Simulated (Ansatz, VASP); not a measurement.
## Two plane-wave programs on Re

```xyz
1
Lattice="0.0000 1.9466 1.9466 1.9466 0.0000 1.9466 1.9466 1.9466 0.0000" Properties=species:S:1:pos:R:3 pbc="T T T"
Re    0.0000    0.0000    0.0000
```

Alike in both runs: functional r2SCAN; k mesh 14 × 14 × 14; occupations fermi-dirac, width 0.08 eV; no spin polarisation.

Ansatz relaxed the structure, and its values are those at the end. VASP's run is a single point on that final structure, the one shown.

|  | VASP | Ansatz |
| --- | --- | --- |
| version | VASP 6.6.1 | Ansatz 0.2.0 |
| potentials or method | VASP PAW PBE potentials, release 64 (Re), cutoff 520 eV | PAW with Ansatz's default frozen-core files, scalar-relativistic |
| valence electrons in the cell | 7 | 15 |

```tsv
	VASP	Ansatz	Ansatz less VASP
pressure (GPa)	0.0	0.0	+0.02
```

VASP's potentials were made for PBE, not for r2SCAN. VASP's potentials hold 7 valence electrons a cell and Ansatz's 15, so a difference there can come from the potentials and not from the codes.

Neither program's run includes spin-orbit coupling.
